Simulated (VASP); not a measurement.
The system is W2S.

```xyz
3
Lattice="3.7615 0.0000 0.0000 -1.8807 3.2575 0.0000 0.0000 0.0000 4.0614" Properties=species:S:1:pos:R:3 pbc="T T T"
W     0.0000    2.1717    2.0307
W     1.8807    1.0858    2.0307
S     0.0000    0.0000    0.0000
```

| Property | Result |
| --- | --- |
| Program | VASP 6.6.1 |
| Task | relaxation of cell and atoms |
| Functional | PBE |
| Potentials or basis | VASP PAW PBE potentials, release 64 (W_sv, S) |
| Cutoff | 600 eV |
| k mesh | 6 × 6 × 4 |
| Occupations | gaussian, width 0.1 eV |
| Spin | no spin polarisation |

At the start: pressure 51.1 GPa; volume 16.59 Å³/atom.

Task: Where does the relaxation end?

Result: Over 17 steps the energy falls by 1328.6 meV/atom and the volume is 16.75 Å³/atom (+1.0 %); space group P6/mmm (No. 191, to 0.05 Å).

Step by step:
| step | energy change (eV) | largest force (eV/Å) | pressure (GPa) | volume (Å³) |
| --- | --- | --- | --- | --- |
| 1 | 0.0000 | 0.0000 | 51.15 | 49.76 |
| 2 | 2.3091 | 0.0000 | -25.98 | 95.42 |
| 3 | -2.2753 | 0.0000 | -9.65 | 65.01 |
| 4 | -2.3319 | 0.0000 | -6.34 | 63.23 |
| 5 | -2.3414 | 0.0000 | -3.99 | 62.13 |
| 6 | -2.7031 | 0.0000 | -2.88 | 58.82 |
| 7 | -3.6540 | 0.0000 | 2.25 | 51.45 |
| 8 | 5.8778 | 0.0000 | 148.90 | 34.99 |
| 9 | -3.7167 | 0.0000 | 3.35 | 50.64 |
| 10 | -3.8380 | 0.0000 | 10.00 | 48.23 |
| 11 | -2.5762 | 0.0000 | 48.08 | 41.80 |
| 12 | -3.8431 | 0.0000 | 11.72 | 47.74 |
| 13 | -3.9338 | 0.0000 | 8.21 | 48.14 |
| 14 | -3.9342 | 0.0000 | 7.83 | 48.19 |
| 15 | -3.9765 | 0.0000 | 3.15 | 49.35 |
| 16 | -3.9857 | 0.0000 | -0.50 | 50.37 |
| 17 | -3.9859 | 0.0000 | -0.11 | 50.25 |

Final structure:
```yaml
crystal:
  lattice:
    - [4.47466, 0.00000, 0.00000]
    - [-2.23733, 3.87517, 0.00000]
    - [0.00000, 0.00000, 2.89817]
  atoms:
    - { symbol: W, position: [0.33333, 0.66667, 0.50000] }
    - { symbol: W, position: [0.66667, 0.33333, 0.50000] }
    - { symbol: S, position: [0.00000, 0.00000, 0.00000] }
```

Caveat: the k points lie up to 0.54 Å⁻¹ apart in the final cell.
